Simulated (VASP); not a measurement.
# Co (Fm-3m) in VASP: further runs

The runs below take Co through single point, relaxation of cell and atoms, with PBE.

Program: VASP 6.6.1. These are calculated values, not measurements. Logs are shortened: lines on timing, memory, paths and dates and some standing lists are left out, and cuts for length are marked.

## Step 1: The cell of the first run

The structure is cubic, space group Fm-3m (No. 225). The conventional cell has a = 3.658 Å, b = 3.658 Å, c = 3.658 Å, α = 90.00°, β = 90.00°, γ = 90.00°. Within 3.4 Å of Co (site symmetry m-3m) lie 12 Co at 2.59 Å.

This isn't the form of Co at room conditions, which is hcp.

## Step 2: Single point, PBE, collinear spin, ferromagnetic start (12.23 Å³/atom)

Contents of INCAR:

```
PREC = Accurate
ENCUT = 520
EDIFF = 1E-6
ISMEAR = -1
SIGMA = 0.05
LREAL = False
LASPH = True
NELM = 150
ALGO = Normal
ISIF = 2
LWAVE = False
LCHARG = False
ISPIN = 2
MAGMOM = 1.717
LORBIT = 11
LMAXMIX = 4
GGA = PE
NBANDS = 14
```

Contents of KPOINTS:

```
regular mesh
0
Gamma
  17 17 17
```

Contents of POSCAR:

```
Co
1.0
    0.0000000000      1.8288709637      1.8288709637
    1.8288709637      0.0000000000      1.8288709637
    1.8288709637      1.8288709637      0.0000000000
Co
1
Direct
    0.0000000000      0.0000000000      0.0000000000
```

Potentials or basis: VASP PAW PBE potentials, release 64 (Co).

On the command line:

```
$ cat potpaw_PBE.64/Co/POTCAR > POTCAR
$ mpirun -np 1 vasp_std > vasp.out
```

OUTCAR:

```text
PREC = Accurate
   ENCUT = 520
   EDIFF = 1E-6
   ISMEAR = -1
   LREAL = False
   LASPH = True
   NELM = 150
   ISIF = 2
   ISPIN = 2
   LORBIT = 11
   GGA = PE

 ion  position               nearest neighbor table
   1  0.000  0.000  0.000-

  LATTYP: Found a face centered cubic cell.
 ALAT       =     3.6577419274

  Lattice vectors:

 A1 = (   0.0000000000,   1.8288709637,   1.8288709637)
 A2 = (   1.8288709637,   0.0000000000,   1.8288709637)
 A3 = (   1.8288709637,   1.8288709637,   0.0000000000)

Analysis of symmetry for initial positions (statically):
=====================================================================
 Subroutine PRICEL returns:
 Original cell was already a primitive cell.

 Routine SETGRP: Setting up the symmetry group for a
 face centered cubic supercell.

 Subroutine GETGRP returns: Found 48 space group operations
 (whereof 48 operations were pure point group operations)
 out of a pool of 48 trial point group operations.

The static configuration has the point symmetry O_h .

Analysis of symmetry for dynamics (positions and initial velocities):
=====================================================================
 Subroutine PRICEL returns:
 Original cell was already a primitive cell.

 Routine SETGRP: Setting up the symmetry group for a
 face centered cubic supercell.

 Subroutine GETGRP returns: Found 48 space group operations
 (whereof 48 operations were pure point group operations)
 out of a pool of 48 trial point group operations.

The dynamic configuration has the point symmetry O_h .

Analysis of structural, dynamic, and magnetic symmetry:
=====================================================================
 Subroutine PRICEL returns:
 Original cell was already a primitive cell.

 Routine SETGRP: Setting up the symmetry group for a
 face centered cubic supercell.

 Subroutine GETGRP returns: Found 48 space group operations
 (whereof 48 operations were pure point group operations)
 out of a pool of 48 trial point group operations.

The overall configuration has the point symmetry O_h .

 Subroutine INISYM returns: Found 48 space group operations
 (whereof 48 operations are pure point group operations),
 and found     1 'primitive' translations

----------------------------------------------------------------------------------------

                                     Primitive cell

  volume of cell :      12.2343

  direct lattice vectors                    reciprocal lattice vectors
     0.000000000  1.828870964  1.828870964    -0.273392716  0.273392716  0.273392716
     1.828870964  0.000000000  1.828870964     0.273392716 -0.273392716  0.273392716
     1.828870964  1.828870964  0.000000000     0.273392716  0.273392716 -0.273392716

  length of vectors
[... 122 lines left out ...]
  ---------------------------------------------------
  free energy    TOTEN  =        -6.93610164 eV

  energy without entropy =       -6.92500899  energy(sigma->0) =       -6.93055531

 E-fermi :   8.7797     XC(G=0): -12.7148

 val. band max:        8.7790894243   @ k =   0.4118   0.2941   0.0000
 cond. band min:       8.7860647454   @ k =  -0.4118   0.4706   0.0588
 fundamental gap:      0.0069753210
 Fermi energy:         8.7796931720

 spin component 1

 k-point     1 :       0.0000    0.0000    0.0000
  band No.  band energies     occupation
      1       0.4267      1.00000
      2       6.1809      1.00000
      3       6.1809      1.00000
      4       6.1809      1.00000
      5       6.9835      1.00000
      6       6.9835      1.00000
      7      30.7770      0.00000
      8      34.2055      0.00000
      9      34.2055      0.00000
     10      34.2055      0.00000
     11      36.9777      0.00000
     12      36.9777      0.00000
     13      36.9777      0.00000
     14      39.8957      0.00000
[... 379 lines left out ...]
      3       6.3282      1.00000
      4       6.3302      1.00000
      5       6.8603      1.00000
      6       7.0390      1.00000
      7      27.5274      0.00000
      8      29.9285      0.00000
      9      33.0505      0.00000
     10      34.7713      0.00000
     11      36.8336      0.00000
     12      37.6239      0.00000
     13      40.3193      0.00000
     14      41.0437      0.00000

 [... further k-points ...]

 spin component 2

 k-point     1 :       0.0000    0.0000    0.0000
  band No.  band energies     occupation
      1       0.4226      1.00000
      2       7.8058      1.00000
      3       7.8058      1.00000
      4       7.8058      1.00000
      5       9.0834      0.00230
      6       9.0834      0.00230
      7      30.4056      0.00000
      8      34.3904      0.00000
      9      34.3904      0.00000
     10      34.3904      0.00000
     11      37.2412      0.00000
     12      37.2412      0.00000
     13      37.2412      0.00000
     14      39.4625      0.00000
[... 379 lines left out ...]
      3       7.9784      1.00000
      4       7.9813      1.00000
      5       8.9256      0.05125
      6       9.1168      0.00118
      7      27.6987      0.00000
      8      30.0296      0.00000
      9      33.0634      0.00000
     10      34.9956      0.00000
     11      36.7498      0.00000
     12      37.8017      0.00000
     13      40.8681      0.00000
     14      41.0090      0.00000

 [... further k-points ...]

------------------------ aborting loop because EDIFF is reached ----------------------------------------

  FORCE on cell =-STRESS in cart. coord.  units (eV):
  Direction    XX          YY          ZZ          XY          YZ          ZX
  --------------------------------------------------------------------------------------
  -------------------------------------------------------------------------------------
  Total       -1.4274974     -1.4274974     -1.4274974      0.0000000      0.0000000     -0.0000000
  in kB     -186.9419219   -186.9419219   -186.9419219      0.0000000      0.0000000     -0.0000000
  external PRESSURE =    -186.9419219 kB  Pullay stress =       0.0000000 kB

 VOLUME and BASIS-vectors are now :
 -----------------------------------------------------------------------------
  energy-cutoff  :      520.00
  volume of cell :       12.23
      direct lattice vectors                 reciprocal lattice vectors
     0.000000000  1.828870964  1.828870964    -0.273392716  0.273392716  0.273392716
     1.828870964  0.000000000  1.828870964     0.273392716 -0.273392716  0.273392716
     1.828870964  1.828870964  0.000000000     0.273392716  0.273392716 -0.273392716

 POSITION                                       TOTAL-FORCE (eV/Angst)
 -----------------------------------------------------------------------------------
      0.00000      0.00000      0.00000        -0.000000     -0.000000      0.000000
 -----------------------------------------------------------------------------------
    total drift:                                0.000000      0.000000      0.000000

  FREE ENERGIE OF THE ION-ELECTRON SYSTEM (eV)
  ---------------------------------------------------
  free  energy   TOTEN  =        -6.9361016383 eV

  energy  without entropy=       -6.9250089890  energy(sigma->0) =       -6.93055531

 total charge

# of ion       s       p       d       tot
------------------------------------------
    1        0.443   0.429   7.190   8.062

 magnetization (x)

# of ion       s       p       d       tot
------------------------------------------
    1       -0.011  -0.046   1.807   1.750
```

Run time: 77 s. Hardware: 1 thread of Intel Xeon 8259CL, shared host; peak memory 0.16 GiB.

What came out:

| Property | Result |
| --- | --- |
| Free energy | -6.9361 eV |
| Pressure | -18.7 GPa |
| Net moment | 1.71 μB per cell |
| Site moments | Co +1.75 μB |
| Valence electrons inside the program's atomic spheres | Co 8.06 |

Levels at points of the mesh, in eV from the Fermi level:
Spin up:
| k point | band 2 | band 3 | band 4 | band 5 | band 6 | band 7 | band 8 | band 9 |
| --- | --- | --- | --- | --- | --- | --- | --- | --- |
| (0.00, 0.00, 0.00) | -2.60 | -2.60 | -2.60 | -1.80 | -1.80 | 22.00 | 25.43 | 25.43 |
Spin down:
```tsv
k point	band 2	band 3	band 4	band 5	band 6	band 7
(0.00, 0.00, 0.00)	-0.97	-0.97	-0.97	0.30	0.30	21.63
```

Caveat: the cell stands under tension.

## Step 3: Relaxation of cell and atoms, PBE, collinear spin, ferromagnetic start

This run uses another cell than the first one, of 11.07 Å³/atom.

Contents of INCAR:

```
  PREC = Accurate
  ENCUT = 600
  EDIFF = 1E-7
  ISMEAR = -1
  SIGMA = 0.05
  LREAL = False
  LASPH = True
  NELM = 150
  ALGO = Normal
  ISIF = 3
  LWAVE = False
  LCHARG = False
  ISPIN = 2
  MAGMOM = 1.7
  LORBIT = 11
  LMAXMIX = 4
  GGA = PE
  IBRION = 2
  NSW = 80
  EDIFFG = -0.01
```

Contents of KPOINTS:

```
regular mesh
0
Gamma
  15 15 15
```

Contents of POSCAR:

```
Co
1.0
    0.0000000000      1.7691019796      1.7691019796
    1.7691019796      0.0000000000      1.7691019796
    1.7691019796      1.7691019796      0.0000000000
Co
1
Direct
    0.0000000000      0.0000000000      0.0000000000
```

Potentials or basis: VASP PAW PBE potentials, release 64 (Co).

On the command line:

```
$ cat potpaw_PBE.64/Co/POTCAR > POTCAR
$ mpirun -np 1 vasp_std > vasp.out
```

It took 1.8 min on 1 thread of Intel Xeon 8259CL, shared host; peak memory 0.16 GiB.

Results (log left out):

| Quantity | Value |
| --- | --- |
| Free energy | -7.0244 eV |
| Relaxed volume | 10.88 Å³/atom |
| Relaxed cell | a = 2.487 Å, b = 2.487 Å, c = 2.487 Å, α = 60.00°, β = 60.00°, γ = 60.00° |
| Space group after relaxing (to 0.1 Å) | Fm-3m (No. 225) |
| Energy gained by relaxing | 2.2 meV/atom |
| Ionic steps | 3 |
| Pressure after relaxing | 0.0 GPa |
| Net moment | 1.65 μB per cell |
| Site moments | Co +1.67 μB |
| Valence electrons inside the program's atomic spheres | Co 8.27 |

Step by step:
```csv
step,energy change (eV),largest force (eV/Å),pressure (GPa),volume (Å³)
1,0.0000,0.0000,-3.57,11.07
2,0.0003,0.0000,4.14,10.68
3,-0.0022,0.0000,0.02,10.88
```

Final structure:
```
Co
1.0
     0.00000    1.75883    1.75883
     1.75883    0.00000    1.75883
     1.75883    1.75883    0.00000
Co
1
Direct
  0.00000 0.00000 0.00000
```

Levels at points of the mesh, in eV from the Fermi level:
Spin up:
```csv
k point,band 3,band 4,band 5,band 6,band 7,band 8
"(0.00, 0.00, 0.00)",-2.73,-2.73,-1.70,-1.70,23.01,27.33
```
Spin down:
```csv
k point,band 1,band 2,band 3,band 4,band 5,band 6,band 7,band 8
"(0.00, 0.00, 0.00)",-8.99,-1.14,-1.14,-1.14,0.31,0.31,22.69,27.49
```

## Step 4: Single point, PBE, collinear spin, ferromagnetic start

This run uses another cell than the first one, of 10.92 Å³/atom.

Contents of INCAR:

```
  PREC = Accurate
  ENCUT = 520
  EDIFF = 1E-6
  ISMEAR = -1
  SIGMA = 0.05
  LREAL = F
  LASPH = T
  NELM = 150
  ALGO = Normal
  ISIF = 2
  LWAVE = F
  LCHARG = F
  ISPIN = 2
  MAGMOM = 1.733
  LORBIT = 11
  LMAXMIX = 4
  GGA = PE
  NBANDS = 14
```

Contents of KPOINTS:

```
Automatic mesh
0
Gamma
  25 25 25
```

Contents of POSCAR:

```
Co
1.0
    0.0000000000      1.7610717777      1.7610717777
    1.7610717777      0.0000000000      1.7610717777
    1.7610717777      1.7610717777      0.0000000000
Co
1
Direct
    0.0000000000      0.0000000000      0.0000000000
```

On the command line:

```
$ cat potpaw_PBE.64/Co/POTCAR > POTCAR
$ mpirun -np 1 vasp_std > vasp.out
```

It took 3.7 min on 1 thread of Intel Xeon 8259CL, shared host; peak memory 0.22 GiB.

Results (log left out):

| Property | Result |
| --- | --- |
| Free energy | -7.0238 eV |
| Pressure | -1.0 GPa |
| Net moment | 1.64 μB per cell |
| Site moments | Co +1.66 μB |
| Valence electrons inside the program's atomic spheres | Co 8.26 |

Levels at points of the mesh, in eV from the Fermi level:
Spin up:
```csv
k point,band 2,band 3,band 4,band 5,band 6,band 7,band 8,band 9
"(0.00, 0.00, 0.00)",-2.71,-2.71,-2.71,-1.69,-1.69,22.97,27.27,27.27
```
Spin down:
```csv
k point,band 2,band 3,band 4,band 5,band 6,band 7
"(0.00, 0.00, 0.00)",-1.14,-1.14,-1.14,0.30,0.30,22.66
```

## Step 5: Summary

```csv
task,cell,k mesh,cutoff (eV),gap on the mesh (eV),pressure (GPa),moment (μB)
single point,"a = 2.586 Å, angles 60.0°, 1 atom",17 × 17 × 17,520,none,-18.7,1.71
relaxation of cell and atoms,"relaxed from a = 2.502 Å, angles 60.0°, 1 atom",15 × 15 × 15,600,none,0.0,1.65
single point,"a = 2.491 Å, angles 60.0°, 1 atom",25 × 25 × 25,520,none,-1.0,1.64
```

Alike in all rows: level PBE; potentials or basis VASP PAW PBE potentials, release 64 (Co); spin collinear, ferromagnetic start; smearing fermi-dirac 0.05 eV.

Caveats: the cell stands under tension (at least some runs).

Absolute energies hang on the potentials; compare differences alone.
